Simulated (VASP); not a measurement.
Au: single point with PBEsol

The system is Au, a sheet with vacuum.

```xyz
2
Lattice="4.4744 0.0000 0.0000 -2.2372 3.8750 0.0000 0.0000 0.0000 23.8000" Properties=species:S:1:pos:R:3 pbc="T T T"
Au    0.0000    2.5833    7.0001
Au    2.2372    1.2916    7.0001
```

```json
{"Program": "VASP 6.6.1", "Task": "single point", "Functional": "PBEsol", "Potentials or basis": "VASP PAW PBE potentials, release 64 (Au)", "Cutoff": "520 eV", "k mesh": "7 × 7 × 1", "Occupations": "fermi-dirac, width 0.05 eV", "Spin": "no spin polarisation"}
```

```
Band gap on the k mesh : 0.43 eV
```

Levels at points of the mesh, in eV from the valence-band top:
```
           k point  band 7  band 8  band 9  band 10  band 11  band 12  band 13  band 14  band 15  band 16
(0.00, 0.00, 0.00)   -2.61   -2.11   -1.20    -1.20    -1.10     2.83     6.06     6.44     6.47     7.41
```

Run time: 110 s on 1 thread of Intel(R) Xeon(R) Platinum 8124M CPU @ 3.00GHz (Skylake/Cascade Lake), on a shared host, peak memory 0.55 GiB.

Caveat: spin-orbit coupling is left out, which moves the levels of the heavy elements.
